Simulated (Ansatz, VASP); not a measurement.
**Two plane-wave programs on SrCl2**

```xyz
3
Lattice="0.0000 3.4632 3.6340 3.4632 0.0000 3.6340 3.4632 3.4632 0.0000" Properties=species:S:1:pos:R:3 pbc="T T T"
Sr    0.0000    0.0000    0.0000
Cl    1.7316    1.7316    1.8170
Cl    5.1948    5.1948    5.4509
```

Alike in both runs: task single point; functional PBE; k mesh 6 × 6 × 6; occupations gaussian, width 0.05 eV; no spin polarisation.

```csv
,VASP,Ansatz
version,VASP 6.6.1,Ansatz 0.2.0
potentials or method,"VASP PAW PBE potentials, release 64 (Sr_sv, Cl), cutoff 520 eV","scalar-relativistic, plane waves, PAW"
valence electrons in the cell,24,24
```

VASP gave:

| Quantity | Value |
| --- | --- |
| gap on the k mesh at the Fermi level (eV) | 5.06 |
| least direct gap on the mesh (eV) | 5.37 |
| pressure (GPa) | 0.1 |
| traceless stress, the component that is largest in VASP (GPa) | -1.57 |

Question: Which values does Ansatz return?

Answer: gap on the k mesh at the Fermi level (eV): 5.06; least direct gap on the mesh (eV): 5.37; pressure (GPa): 0.1; traceless stress, the component that is largest in VASP (GPa): -1.58.
